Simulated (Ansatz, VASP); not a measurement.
## Al in VASP and in Ansatz

Contents of INCAR:

```
ALGO = Fast ; EDIFF = 1E-6
ENCUT = 520 ; GGA = PS
ISIF = 2 ; ISMEAR = 0
IVDW = 12 ; LASPH = True
LCHARG = False ; LREAL = False
LWAVE = False ; NBANDS = 10
NELM = 80 ; PREC = Accurate
SIGMA = 0.15
```

The input KPOINTS:

```
k-points
0
Gamma
  18 18 10
```

Contents of POSCAR:

```
Al
1.0
    2.7562062445      0.0000000000      0.0000000000
   -1.3781031222      2.4843709370      0.0000000000
    0.0000000000      0.0000000000      4.8668500000
Al
2
Direct
    0.6666666667      0.3333333333      0.7500000000
    0.3333333333      0.6666666667      0.2500000000
```

Input for Ansatz:

```yaml
crystal:
  lattice:
    - [2.7562062445, 0.0, 0.0]
    - [-1.3781031222, 2.484370937, 0.0]
    - [0.0, 0.0, 4.86685]
  atoms:
    - { symbol: Al, position: [0.6666666667, 0.3333333333, 0.75] }
    - { symbol: Al, position: [0.3333333333, 0.6666666667, 0.25] }
basis:
  ecutwfc: 420
kpoints:
  mp_grid: { grid: [18, 18, 10] }
hamiltonian:
  xc: pbesol
  dispersion: d3bj
scf:
  occupations: { method: gaussian, width: 0.15 }
output:
  forces: true
  stress: true
  eigenvalues: true
```

Change from the starting cell: strain -0.0200 x Voigt [1, -1, 0, 0, 0, 0], atoms carried along.

Alike in both runs: task single point; functional PBEsol; dispersion D3(BJ); k mesh 18 × 18 × 10; occupations gaussian, width 0.15 eV; no spin polarisation.

|  | VASP | Ansatz |
| --- | --- | --- |
| version | VASP 6.6.1 | Ansatz 0.2.0 |
| potentials or method | VASP PAW PBE potentials, release 64 (Al), cutoff 520 eV | scalar-relativistic, plane waves, PAW |
| valence electrons in the cell | 6 | 6 |

```tsv
	VASP	Ansatz	Ansatz less VASP
gap on the k mesh at the Fermi level (eV)	none	none	-
pressure (GPa)	-4.3	-4.3	-0.06
traceless stress, the component that is largest in VASP (GPa)	2.17	2.15	-0.020
```

VASP's potentials were made for PBE, not for PBEsol. A gap of «none» marks a metal or a gap that the smearing closes.
